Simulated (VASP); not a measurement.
# CdF2 (I4/mmm) in VASP: notebook

The runs below take CdF2 through single point, with PBE.

Everything below comes from runs of VASP 6.6.1. Logs are shortened: lines on timing, memory, paths and dates and some standing lists are left out, and cuts for length are marked.

### Step 1. The cell of the first run

Symmetry: I4/mmm, No. 139, tetragonal system. The conventional cell has a = 4.000 Å, b = 4.000 Å, c = 5.967 Å, α = 90.00°, β = 90.00°, γ = 90.00°. Within 3.3 Å of Cd (site symmetry 4/mmm) lie 8 F at 2.50 Å. Within 3.3 Å of F (site symmetry -4m2) lie 4 Cd at 2.50 Å and 6 F at 2.83 to 2.98 Å.

### Step 2. Single point, PBE (15.91 Å³/atom)

INCAR

```
SYSTEM = CdF2
  PREC = Accurate
  ENCUT = 520
  EDIFF = 1E-6
  ISMEAR = 0
  SIGMA = 0.05
  LREAL = .False.
  LASPH = .True.
  NELM = 60
  ALGO = Normal
  ISIF = 2
  LWAVE = .False.
  LCHARG = .False.
  GGA = PE
  NBANDS = 20
```

KPOINTS

```
Automatic mesh
0
Gamma
  8 8 8
  0 0 0
```

POSCAR

```
CdF2
1.0
    0.0000000000      2.8284207185      2.9837010159
    2.8284207185      0.0000000000      2.9837010159
    2.8284207185      2.8284207185      0.0000000000
Cd F
1 2
Direct
    0.0000000000      0.0000000000      0.0000000000
    0.2500000000      0.2500000000      0.2500000000
    0.7500000000      0.7500000000      0.7500000000
```

Potentials or basis: VASP PAW PBE potentials, release 64 (Cd, F).

Launch:

```sh
> cat potpaw_PBE.64/Cd/POTCAR potpaw_PBE.64/F/POTCAR > POTCAR
> mpirun -np 1 vasp_std > vasp.out
```

OUTCAR:

```text
SYSTEM = CdF2
   PREC = Accurate
   ENCUT = 520
   EDIFF = 1E-6
   ISMEAR = 0
   LREAL = .False.
   LASPH = .True.
   NELM = 60
   ISIF = 2
   GGA = PE

 ion  position               nearest neighbor table
   1  0.000  0.000  0.000-   3 2.50   3 2.50   3 2.50   2 2.50   3 2.50   2 2.50   2 2.50   2 2.50

   2  0.250  0.250  0.250-   1 2.50   1 2.50   1 2.50   1 2.50
   3  0.750  0.750  0.750-   1 2.50   1 2.50   1 2.50   1 2.50

  LATTYP: Found a body centered tetragonal cell.
 ALAT       =     3.9999909402
 C/A-ratio  =     1.4918538869

  Lattice vectors:

 A1 = (  -2.8284207185,   0.0000000000,   2.9837010159)
 A2 = (   2.8284207185,   0.0000000000,   2.9837010159)
 A3 = (   0.0000000000,   2.8284207185,  -2.9837010159)

Analysis of symmetry for initial positions (statically):
=====================================================================
 Subroutine PRICEL returns:
 Original cell was already a primitive cell.

 Routine SETGRP: Setting up the symmetry group for a
 body centered tetragonal supercell.

 Subroutine GETGRP returns: Found 16 space group operations
 (whereof 16 operations were pure point group operations)
 out of a pool of 16 trial point group operations.

The static configuration has the point symmetry D_4h.

Analysis of symmetry for dynamics (positions and initial velocities):
=====================================================================
 Subroutine PRICEL returns:
 Original cell was already a primitive cell.

 Routine SETGRP: Setting up the symmetry group for a
 body centered tetragonal supercell.

 Subroutine GETGRP returns: Found 16 space group operations
 (whereof 16 operations were pure point group operations)
 out of a pool of 16 trial point group operations.

The dynamic configuration has the point symmetry D_4h.

 Subroutine INISYM returns: Found 16 space group operations
 (whereof 16 operations are pure point group operations),
 and found     1 'primitive' translations

----------------------------------------------------------------------------------------

                                     Primitive cell

  volume of cell :      47.7390

  direct lattice vectors                    reciprocal lattice vectors
     0.000000000  2.828420718  2.983701016    -0.176777096  0.176777096  0.167577112
     2.828420718  0.000000000  2.983701016     0.176777096 -0.176777096  0.167577112
     2.828420718  2.828420718  0.000000000     0.176777096  0.176777096 -0.167577112

  length of vectors
     4.111257169  4.111257169  3.999990940     0.300969054  0.300969054  0.300969054

  position of ions in fractional coordinates (direct lattice)
     0.000000000  0.000000000  0.000000000
     0.250000000  0.250000000  0.250000000
     0.750000000  0.750000000  0.750000000

  ion indices of the primitive-cell ions
   primitive index   ion index
                 1           1
                 2           2
                 3           3

----------------------------------------------------------------------------------------

 KPOINTS: Automatic mesh

Automatic generation of k-mesh.
 Grid dimensions read from file:
 generate k-points for:    8    8    8

 Generating k-lattice:

  Cartesian coordinates                     Fractional coordinates (reciprocal lattice)
    -0.022097137  0.022097137  0.020947139     0.125000000  0.000000000  0.000000000
     0.022097137 -0.022097137  0.020947139     0.000000000  0.125000000  0.000000000
     0.022097137  0.022097137 -0.020947139     0.000000000  0.000000000  0.125000000

  Length of vectors
     0.037621132  0.037621132  0.037621132

  Shift w.r.t. Gamma in fractional coordinates (k-lattice)
     0.000000000  0.000000000  0.000000000

 Subroutine IBZKPT returns following result:
 ===========================================

 Found     59 irreducible k-points:

 Following reciprocal coordinates:
            Coordinates               Weight
  0.000000  0.000000  0.000000      1.000000
  0.125000  0.000000  0.000000      8.000000
  0.250000  0.000000  0.000000      8.000000
  0.375000 -0.000000  0.000000      8.000000
  0.500000  0.000000  0.000000      4.000000
  0.125000  0.125000  0.000000      2.000000
[... 16 lines left out ...]
  0.250000  0.000000  0.125000     16.000000
  0.375000  0.000000  0.125000     16.000000
 [... further k-points ...]
   k-points           NKPTS =     59   k-points in BZ     NKDIM =     59   number of bands    NBANDS=     20
   number of dos      NEDOS =    301   number of ions     NIONS =      3
   total plane-waves  NPLWV =  30720
   dimension x,y,z NGX =    32 NGY =   32 NGZ =   30
   dimension x,y,z NGXF=    64 NGYF=   64 NGZF=   60
   ions per type =               1   2
   NGX,Y,Z   is equivalent  to a cutoff of  12.94, 12.94, 12.47 a.u.
   NGXF,Y,Z  is equivalent  to a cutoff of  25.88, 25.88, 24.94 a.u.
 SYSTEM =  CdF2
   PREC   = accura    normal or accurate (medium, high low for compatibility)
   ISTART =      0    job   : 0-new  1-cont  2-samecut
   ICHARG =      2    charge: 1-file 2-atom 10-const
   ISPIN  =      1    spin polarized calculation?
   LNONCOLLINEAR =      F non collinear calculations
   LSORBIT =      F    spin-orbit coupling
   LASPH  =      T    aspherical Exc in radial PAW
   ENCUT  =  520.0 eV  38.22 Ry    6.18 a.u.   7.64  7.64  7.44*2*pi/ulx,y,z
   NELM   =     60;   NELMIN=  2; NELMDL= -5     # of ELM steps
   EDIFF  = 0.1E-05   stopping-criterion for ELM
   LREAL  =      F    real-space projection
   EDIFFG = 0.1E-04   stopping-criterion for IOM
   NSW    =      0    number of steps for IOM
   IBRION =     -1    ionic relax: 0-MD 1-quasi-New 2-CG
   NFREE  =      0    steps in history (QN), initial steepest desc. (CG)
   ISIF   =      2    stress and relaxation
   ISYM   =      2    0-nonsym 1-usesym 2-fastsym
   POTIM  = 0.5000    time-step for ionic-motion
   TEBEG  =    0.0;   TEEND  =   0.0 temperature during run
   PSTRESS=    0.0 pullay stress
   NELECT =      26.0000    total number of electrons
   NUPDOWN=      -1.0000    fix difference up-down
   EMIN   =  10.00;   EMAX   =-10.00  energy-range for DOS
   EFERMI =   0.00;   METHOD = LEGACY
   ISMEAR =     0;   SIGMA  =   0.05  broadening in eV -4-tet -1-fermi 0-gaus
   EFERMI_NEDOS =   21; number of points for ismear=-14 and -15
   IALGO  =     38    algorithm
   IMIX   =      4    mixing-type and parameters
     AMIX     =   0.40;   BMIX     =  1.00
     AMIX_MAG =   1.60;   BMIX_MAG =  1.00
  volume/ion in A,a.u.               =      15.91       107.39
  Fermi-wavevector in a.u.,A,eV,Ry     =   1.336928  2.526428 24.318751  1.787378
  Thomas-Fermi vector in A             =   2.465517
   LORBIT       =      0    0 simple, 1 ext, 2 COOP (PROOUT), +10 PAW based schemes
   GGA     = PE    functional components
   LHFCALC =     F    Hartree Fock is set to
   AEXX    =    0.0000 exact exchange contribution
   IVDW    =     0    specifies the selected vdW correction
   LEPSILON=     F    determine dielectric tensor
   LRPA    =     F    only Hartree local field effects (RPA)
 non-spin polarized calculation
 Gauss-broadening in eV      SIGMA  =   0.05
  energy-cutoff  :      520.00
  volume of cell :       47.74
 maximum number of plane-waves:      1301
   NGX = 15   NGY = 15   NGZ = 15

 number of electron      25.9999990 magnetization

 Free energy of the ion-electron system (eV)
  ---------------------------------------------------
  ext. energy  EPLUGINS =         0.00000000
  ---------------------------------------------------
  free energy    TOTEN  =       -10.67456782 eV

  energy without entropy =      -10.67456782  energy(sigma->0) =      -10.67456782

 E-fermi :  -2.1941     XC(G=0):  -9.3741

 val. band max:       -2.5087288096   @ k =  -0.2500   0.2500   0.5000
 cond. band min:      -0.2269849111   @ k =   0.0000   0.0000   0.0000
 fundamental gap:      2.2817438985
 Fermi energy:        -2.1940830461

 k-point     1 :       0.0000    0.0000    0.0000
  band No.  band energies     occupation
      1     -22.4866      2.00000
      2     -21.8237      2.00000
      3      -7.9627      2.00000
      4      -7.9197      2.00000
      5      -7.9197      2.00000
      6      -7.4089      2.00000
[... 12 lines left out ...]
     19      15.3410      0.00000
     20      16.4196      0.00000

 k-point     2 :       0.1250    0.0000    0.0000
  band No.  band energies     occupation
      1     -22.4567      2.00000
      2     -21.8491      2.00000
      3      -7.9227      2.00000
      4      -7.8879      2.00000
      5      -7.8418      2.00000
      6      -7.4154      2.00000
[... 12 lines left out ...]
     19      14.9482      0.00000
     20      15.9273      0.00000

 k-point     3 :       0.2500    0.0000    0.0000
  band No.  band energies     occupation
      1     -22.3758      2.00000
      2     -21.9187      2.00000
      3      -7.8549      2.00000
      4      -7.8175      2.00000
      5      -7.6214      2.00000
      6      -7.4208      2.00000
[... 12 lines left out ...]
     19      14.9405      0.00000
     20      15.1696      0.00000

 k-point     4 :       0.3750   -0.0000    0.0000
  band No.  band energies     occupation
      1     -22.2636      2.00000
      2     -22.0192      2.00000
      3      -7.8095      2.00000
      4      -7.7650      2.00000
      5      -7.4005      2.00000
      6      -7.3785      2.00000
[... 12 lines left out ...]
     19      14.6381      0.00000
     20      14.7160      0.00000

 k-point     5 :       0.5000    0.0000    0.0000
  band No.  band energies     occupation
      1     -22.1550      2.00000
      2     -22.1219      2.00000
      3      -7.7980      2.00000
      4      -7.7511      2.00000
      5      -7.3816      2.00000
      6      -7.3540      2.00000
[... 12 lines left out ...]
     19      14.4486      0.00000
     20      14.5064      0.00000
[... 353 lines left out ...]
      6      -7.3591      2.00000
[... 12 lines left out ...]
     19      14.6214      0.00000
     20      18.0798      0.00000

 k-point    22 :       0.1250    0.0000    0.1250
  band No.  band energies     occupation
      1     -22.4442      2.00000
      2     -21.8602      2.00000
      3      -7.9062      2.00000
      4      -7.8759      2.00000
      5      -7.8162      2.00000
      6      -7.4382      2.00000
[... 12 lines left out ...]
     19      15.2920      0.00000
     20      15.9585      0.00000

 k-point    23 :       0.2500    0.0000    0.1250
  band No.  band energies     occupation
      1     -22.3799      2.00000
      2     -21.9147      2.00000
      3      -7.8337      2.00000
      4      -7.8124      2.00000
      5      -7.6552      2.00000
      6      -7.4666      2.00000
[... 12 lines left out ...]
     19      15.4880      0.00000
     20      16.3101      0.00000

 k-point    24 :       0.3750    0.0000    0.1250
  band No.  band energies     occupation
      1     -22.2807      2.00000
      2     -22.0011      2.00000
      3      -7.7744      2.00000
      4      -7.7450      2.00000
      5      -7.4592      2.00000
      6      -7.4342      2.00000
[... 12 lines left out ...]
     19      14.9372      0.00000
     20      16.5302      0.00000

 [... further k-points ...]
[... 5 lines left out ...]
  --------------------------------------------------------------------------------------
  -------------------------------------------------------------------------------------
  Total       -2.3460403     -2.3460403     -3.8160583      0.0000000      0.0000000     -0.0000000
  in kB      -78.7358899    -78.7358899   -128.0714324      0.0000000      0.0000000     -0.0000000
  external PRESSURE =     -95.1810707 kB  Pullay stress =       0.0000000 kB

 VOLUME and BASIS-vectors are now :
 -----------------------------------------------------------------------------
  energy-cutoff  :      520.00
  volume of cell :       47.74
      direct lattice vectors                 reciprocal lattice vectors
     0.000000000  2.828420718  2.983701016    -0.176777096  0.176777096  0.167577112
     2.828420718  0.000000000  2.983701016     0.176777096 -0.176777096  0.167577112
     2.828420718  2.828420718  0.000000000     0.176777096  0.176777096 -0.167577112

 POSITION                                       TOTAL-FORCE (eV/Angst)
 -----------------------------------------------------------------------------------
      0.00000      0.00000      0.00000         0.000000      0.000000     -0.000000
      1.41421      1.41421      1.49185         0.000000      0.000000      0.000000
      4.24263      4.24263      4.47555        -0.000000     -0.000000     -0.000000
 -----------------------------------------------------------------------------------
    total drift:                                0.000000     -0.000000      0.000000

  FREE ENERGIE OF THE ION-ELECTRON SYSTEM (eV)
  ---------------------------------------------------
  free  energy   TOTEN  =       -10.6745678243 eV

  energy  without entropy=      -10.6745678243  energy(sigma->0) =      -10.67456782
```

It took 58 s on 1 thread of AMD EPYC 7R43 (Zen 3), shared host; peak memory 0.17 GiB.

Results:

* Free energy: -10.6746 eV
* Pressure: -9.5 GPa
* Band gap on the k mesh: 2.28 eV (least direct gap 2.80 eV)

Stress tensor (GPa, compression positive):
```
 -7.87   0.00   0.00
  0.00  -7.87   0.00
  0.00   0.00 -12.81
```

Caveat: the cell stands under tension.

(Continued in part 2 of 3.)
